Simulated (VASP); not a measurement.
Write the native input for VASP 6.6.1 that does the following.

```yaml
Task: single point
Functional: PBEsol
Potentials_or_basis: VASP PAW PBE potentials, release 64 (W_sv, S)
Cutoff: 520 eV
k_mesh: 12 × 12 × 2
Occupations: gaussian, width 0.05 eV
Spin: no spin polarisation
Dipole_correction: no
Further_INCAR_settings: ALGO = Normal; EDIFF = 1e-06; NBANDS = 20
```

The structure of WS2 lies in POSCAR:

```
WS2
1.0
    3.1457762098      0.0000000000      0.0000000000
   -1.5728881049      2.7243221123      0.0000000000
    0.0000000000      0.0000000000     16.9534209708
W S
1 2
Direct
    0.3333333333      0.6666666667      0.0000000000
    0.6666666667      0.3333333333      0.9112627196
    0.6666666667      0.3333333333      0.0961104236
```

This cell differs from its parent crystal: all S atoms moved +0.062 Å, as atom 2 towards its neighbour atom 3 (S) at 3.134 Å.

These files were run (other wordings do the same):

INCAR

```
  PREC = Accurate
  ENCUT = 520
  EDIFF = 1E-6
  ISMEAR = 0
  SIGMA = 0.05
  LREAL = F
  LASPH = T
  NELM = 100
  ALGO = Normal
  ISIF = 2
  LWAVE = F
  LCHARG = F
  GGA = PS
  NBANDS = 20
```

KPOINTS

```
Automatic mesh
0
Gamma
  12 12 2
```

Potentials or basis: VASP PAW PBE potentials, release 64 (W_sv, S).

The run is started by

```console
$ cat potpaw_PBE.64/W_sv/POTCAR potpaw_PBE.64/S/POTCAR > POTCAR
$ mpirun -np 1 vasp_std > vasp.out
```

Results of the run:

| Property | Result |
| --- | --- |
| Largest force | 2.094 eV/Å |
| Band gap on the k mesh | 1.94 eV |

Caveat: the cell differs from its parent crystal (all S atoms moved +0.062 Å, as atom 2 towards its neighbour atom 3 (S) at 3.134 Å); there is no dipole correction, which matters where the two faces differ; the PAW data sets were made with another functional, which shifts forces and pressure a little; spin-orbit coupling is left out, which moves the levels of the heavy elements.

Run time: 2.8 min on 1 thread of AMD EPYC 7R13 Processor (Zen 3) (shared host), peak memory 0.27 GiB.
